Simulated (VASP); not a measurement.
# C (P-1) in VASP: relaxation of the atoms with PBE

Aim: the relaxation of the atoms of C with PBE.

All numbers are computed with VASP 6.6.1; they aren't measurements. Logs are shortened: lines on timing, memory, paths and dates and some standing lists are left out, and cuts for length are marked.

### Step 1. The cell of the first run

The typed cell holds 2 atoms: a = 3.967 Å, b = 3.566 Å, c = 2.456 Å, α = 80.09°, β = 62.33°, γ = 37.59°.

### Step 2. Relaxation of the atoms, PBE

File INCAR:

```
SYSTEM = C
PREC = Accurate
ENCUT = 520
EDIFF = 1E-6
ISMEAR = -1
SIGMA = 0.05
LREAL = .FALSE.
LASPH = .TRUE.
NELM = 60
ALGO = Normal
ISIF = 2
LWAVE = .FALSE.
LCHARG = .FALSE.
GGA = PE
IBRION = 2
NSW = 100
EDIFFG = -0.01
```

File KPOINTS:

```
Automatic mesh
0
G
  11 11 11
  0 0 0
```

File POSCAR:

```
C
1.0
    0.0000000000      2.1270000000      3.3480000000
    1.2280000000      0.0000000000      3.3480000000
    1.2280000000      2.1270000000      0.0000000000
C
2
Direct
    0.2608337500      0.7827876300      0.1948405500
    0.7926908700      0.2062506500      0.8571360300
```

Potentials or basis: VASP PAW PBE potentials, release 64 (C).

Run with:

```sh
cat potpaw_PBE.64/C/POTCAR > POTCAR
mpirun -np 1 vasp_std > vasp.out
```

OUTCAR:

```text
SYSTEM = C
   PREC = Accurate
   ENCUT = 520
   EDIFF = 1E-6
   ISMEAR = -1
   LREAL = .FALSE.
   LASPH = .TRUE.
   NELM = 60
   ISIF = 2
   GGA = PE
   IBRION = 2
   NSW = 100
   EDIFFG = -0.01

 ion  position               nearest neighbor table
   1  0.261  0.783  0.195-   2 1.21   2 1.40   2 1.72
   2  0.793  0.206  0.857-   1 1.21   1 1.40   1 1.72

  LATTYP: Found a face centered orthorhombic cell.
 ALAT       =     2.4560000000
 B/A-ratio  =     1.7320846906
 C/A-ratio  =     2.7263843648

  Lattice vectors:

 A1 = (   0.0000000000,   2.1270000000,   3.3480000000)
 A2 = (   1.2280000000,   0.0000000000,   3.3480000000)
 A3 = (   1.2280000000,   2.1270000000,   0.0000000000)

Analysis of symmetry for initial positions (statically):
=====================================================================
 Subroutine PRICEL returns:
 Original cell was already a primitive cell.

 Routine SETGRP: Setting up the symmetry group for a
 face centered orthorhombic supercell.

 Subroutine GETGRP returns: Found  2 space group operations
 (whereof  1 operations were pure point group operations)
 out of a pool of  8 trial point group operations.

The static configuration has the point symmetry C_1 .
 The point group associated with its full space group is S_2 .

Analysis of symmetry for dynamics (positions and initial velocities):
=====================================================================
 Subroutine PRICEL returns:
 Original cell was already a primitive cell.

 Routine SETGRP: Setting up the symmetry group for a
 face centered orthorhombic supercell.

 Subroutine GETGRP returns: Found  2 space group operations
 (whereof  1 operations were pure point group operations)
 out of a pool of  8 trial point group operations.

The dynamic configuration has the point symmetry C_1 .
 The point group associated with its full space group is S_2 .

 Subroutine INISYM returns: Found  2 space group operations
 (whereof  1 operations are pure point group operations),
 and found     1 'primitive' translations

----------------------------------------------------------------------------------------

                                     Primitive cell

  volume of cell :      17.4897

  direct lattice vectors                    reciprocal lattice vectors
     0.000000000  2.127000000  3.348000000    -0.407166124  0.235072873  0.149342891
     1.228000000  0.000000000  3.348000000     0.407166124 -0.235072873  0.149342891
     1.228000000  2.127000000  0.000000000     0.407166124  0.235072873 -0.149342891

  length of vectors
     3.966513961  3.566102635  2.456036034     0.493301943  0.493301943  0.493301943

  position of ions in fractional coordinates (direct lattice)
     0.260833750  0.782787630  0.194840550
     0.792690870  0.206250650  0.857136030

  ion indices of the primitive-cell ions
   primitive index   ion index
                 1           1
                 2           2

----------------------------------------------------------------------------------------

 KPOINTS: Automatic mesh

Automatic generation of k-mesh.
 Grid dimensions read from file:
 generate k-points for:   11   11   11

 Generating k-lattice:

  Cartesian coordinates                     Fractional coordinates (reciprocal lattice)
    -0.037015102  0.021370261  0.013576626     0.090909091  0.000000000  0.000000000
     0.037015102 -0.021370261  0.013576626     0.000000000  0.090909091  0.000000000
     0.037015102  0.021370261 -0.013576626     0.000000000  0.000000000  0.090909091

  Length of vectors
     0.044845631  0.044845631  0.044845631

  Shift w.r.t. Gamma in fractional coordinates (k-lattice)
     0.000000000  0.000000000  0.000000000

 Subroutine IBZKPT returns following result:
 ===========================================

 Found    666 irreducible k-points:

 Following reciprocal coordinates:
            Coordinates               Weight
  0.000000  0.000000  0.000000      1.000000
  0.090909 -0.000000 -0.000000      2.000000
 -0.090909 -0.090909 -0.090909      2.000000
 -0.000000  0.000000  0.090909      2.000000
  0.000000  0.090909  0.000000      2.000000
  0.181818  0.000000  0.000000      2.000000
[... 16 lines left out ...]
  0.181818  0.090909  0.000000      2.000000
 -0.181818 -0.181818 -0.090909      2.000000
 [... further k-points ...]
   k-points           NKPTS =    666   k-points in BZ     NKDIM =    666   number of bands    NBANDS=      8
   number of dos      NEDOS =    301   number of ions     NIONS =      2
   total plane-waves  NPLWV =  15120
   dimension x,y,z NGX =    30 NGY =   28 NGZ =   18
   dimension x,y,z NGXF=    60 NGYF=   56 NGZF=   36
   ions per type =               2
   NGX,Y,Z   is equivalent  to a cutoff of  12.57, 13.05, 12.18 a.u.
   NGXF,Y,Z  is equivalent  to a cutoff of  25.15, 26.11, 24.37 a.u.
 SYSTEM =  C
   PREC   = accura    normal or accurate (medium, high low for compatibility)
   ISTART =      0    job   : 0-new  1-cont  2-samecut
   ICHARG =      2    charge: 1-file 2-atom 10-const
   ISPIN  =      1    spin polarized calculation?
   LNONCOLLINEAR =      F non collinear calculations
   LSORBIT =      F    spin-orbit coupling
   LASPH  =      T    aspherical Exc in radial PAW
   ENCUT  =  520.0 eV  38.22 Ry    6.18 a.u.   7.38  6.63  4.57*2*pi/ulx,y,z
   NELM   =     60;   NELMIN=  2; NELMDL= -5     # of ELM steps
   EDIFF  = 0.1E-05   stopping-criterion for ELM
   LREAL  =      F    real-space projection
   EDIFFG = -.1E-01   stopping-criterion for IOM
   NSW    =    100    number of steps for IOM
   IBRION =      2    ionic relax: 0-MD 1-quasi-New 2-CG
   NFREE  =      1    steps in history (QN), initial steepest desc. (CG)
   ISIF   =      2    stress and relaxation
   ISYM   =      2    0-nonsym 1-usesym 2-fastsym
   POTIM  = 0.5000    time-step for ionic-motion
   TEBEG  =    0.0;   TEEND  =   0.0 temperature during run
   PSTRESS=    0.0 pullay stress
   NELECT =       8.0000    total number of electrons
   NUPDOWN=      -1.0000    fix difference up-down
   EMIN   =  10.00;   EMAX   =-10.00  energy-range for DOS
   EFERMI =   0.00;   METHOD = LEGACY
   ISMEAR =    -1;   SIGMA  =   0.05  broadening in eV -4-tet -1-fermi 0-gaus
   EFERMI_NEDOS =   21; number of points for ismear=-14 and -15
   IALGO  =     38    algorithm
   IMIX   =      4    mixing-type and parameters
     AMIX     =   0.40;   BMIX     =  1.00
     AMIX_MAG =   1.60;   BMIX_MAG =  1.00
  volume/ion in A,a.u.               =       8.74        59.01
  Fermi-wavevector in a.u.,A,eV,Ry     =   1.261376  2.383654 21.647797  1.591068
  Thomas-Fermi vector in A             =   2.394838
   LORBIT       =      0    0 simple, 1 ext, 2 COOP (PROOUT), +10 PAW based schemes
   GGA     = PE    functional components
   LHFCALC =     F    Hartree Fock is set to
   AEXX    =    0.0000 exact exchange contribution
   IVDW    =     0    specifies the selected vdW correction
   LEPSILON=     F    determine dielectric tensor
   LRPA    =     F    only Hartree local field effects (RPA)
 conjugate gradient relaxation of ions
 non-spin polarized calculation
  energy-cutoff  :      520.00
  volume of cell :       17.49
 maximum number of plane-waves:       499
 NGX is ok and might be reduce to    30
   NGX = 15   NGY = 13   NGZ =  9

--------------------------------------- Ionic step        1  -------------------------------------------

 number of electron       8.0000000 magnetization

 Free energy of the ion-electron system (eV)
  ---------------------------------------------------
  ext. energy  EPLUGINS =         0.00000000
  ---------------------------------------------------
  free energy    TOTEN  =       -16.13172850 eV

  energy without entropy =      -16.13033232  energy(sigma->0) =      -16.13103041

------------------------ aborting loop because EDIFF is reached ----------------------------------------

  FORCE on cell =-STRESS in cart. coord.  units (eV):
  Direction    XX          YY          ZZ          XY          YZ          ZX
  --------------------------------------------------------------------------------------
  -------------------------------------------------------------------------------------
  Total        9.8347965      2.5110314      0.2485410     -2.7444483     -1.3184374      1.4939628
  in kB      900.9374851    230.0283795     22.7681276   -251.4110349   -120.7782644    136.8576420
  external PRESSURE =     384.5779974 kB  Pullay stress =       0.0000000 kB
[... 57 lines left out ...]
  energy  without entropy=      -15.6947202064  energy(sigma->0) =      -15.69576360

--------------------------------------- Ionic step        3  -------------------------------------------

 number of electron       8.0000001 magnetization

 E-fermi :   2.2835     XC(G=0):  -9.7087

 val. band max:        1.2658369181   @ k =  -0.0909  -0.0909   0.4545
 cond. band min:       5.2581145268   @ k =   0.0000   0.0000   0.4545
 fundamental gap:      3.9922776088
 Fermi energy:         2.2834536966

 k-point     1 :       0.0000    0.0000    0.0000
  band No.  band energies     occupation
      1     -14.0481      2.00000
      2      -4.3206      2.00000
      3      -2.6402      2.00000
      4       0.7572      2.00000
      5       9.2187      0.00000
      6      12.9330      0.00000
      7      15.8495      0.00000
      8      21.1801      0.00000
[... 282 lines left out ...]
  FREE ENERGIE OF THE ION-ELECTRON SYSTEM (eV)
  ---------------------------------------------------
  free  energy   TOTEN  =        11.7160464474 eV

  energy  without entropy=       11.7160464474  energy(sigma->0) =       11.71604645

[... ionic steps 4 to 16 ...]

--------------------------------------- Ionic step       17  -------------------------------------------

 number of electron       8.0000000 magnetization

------------------------ aborting loop because EDIFF is reached ----------------------------------------

  FORCE on cell =-STRESS in cart. coord.  units (eV):
  Direction    XX          YY          ZZ          XY          YZ          ZX
  --------------------------------------------------------------------------------------
  -------------------------------------------------------------------------------------
  Total        0.6237312      0.6042674      0.4267010      0.0203051      0.0009985      0.0006611
  in kB       57.1382252     55.3552064     39.0888548      1.8600887      0.0914731      0.0605601
  external PRESSURE =      50.5274288 kB  Pullay stress =       0.0000000 kB
[... 57 lines left out ...]
  energy  without entropy=      -18.4162350534  energy(sigma->0) =      -18.41624052

--------------------------------------- Ionic step       19  -------------------------------------------

 number of electron       8.0000000 magnetization

 Free energy of the ion-electron system (eV)
  ---------------------------------------------------
  ext. energy  EPLUGINS =         0.00000000
  ---------------------------------------------------
  free energy    TOTEN  =       -18.41631128 eV

  energy without entropy =      -18.41630045  energy(sigma->0) =      -18.41630587

 E-fermi :   4.9952     XC(G=0): -10.3575

 val. band max:        4.6891434423   @ k =  -0.4545  -0.0909   0.3636
 cond. band min:       5.3812814185   @ k =  -0.0909   0.2727   0.2727
 fundamental gap:      0.6921379762
 Fermi energy:         4.9951802953

 k-point     1 :       0.0000    0.0000    0.0000
  band No.  band energies     occupation
      1     -14.9769      2.00000
      2      -1.8480      2.00000
      3       1.7666      2.00000
      4       1.7696      2.00000
      5       9.0261      0.00000
      6      13.1498      0.00000
      7      13.2529      0.00000
      8      16.2892      0.00000
[... 282 lines left out ...]
  FREE ENERGIE OF THE ION-ELECTRON SYSTEM (eV)
  ---------------------------------------------------
  free  energy   TOTEN  =       -18.4163112814 eV

  energy  without entropy=      -18.4163004487  energy(sigma->0) =      -18.41630587

 reached required accuracy - stopping structural energy minimisation
```

It took 18 min on 1 thread of Intel Xeon Platinum 8259CL at 2.50GHz (Skylake/Cascade Lake), shared host; peak memory 0.2 GiB.

What came out:

```
Free energy                  : -18.4163 eV
Pressure after relaxing      : 5.1 GPa
Largest force after relaxing : 0.009 eV/Å
```

Forces in eV/Å, atoms in the order of the input:
```
C   -0.003  0.008 -0.001
C    0.003 -0.008  0.001
```

Final structure:
```
C
1.0
     0.00000    2.12700    3.34800
     1.22800    0.00000    3.34800
     1.22800    2.12700    0.00000
C
2
Direct
  0.85999 0.16130 0.35924
  0.19354 0.82774 0.69274
```

Caveat: this functional lacks dispersion, which binds layers or chains, so the pressure and a relaxed spacing across them are unreliable.
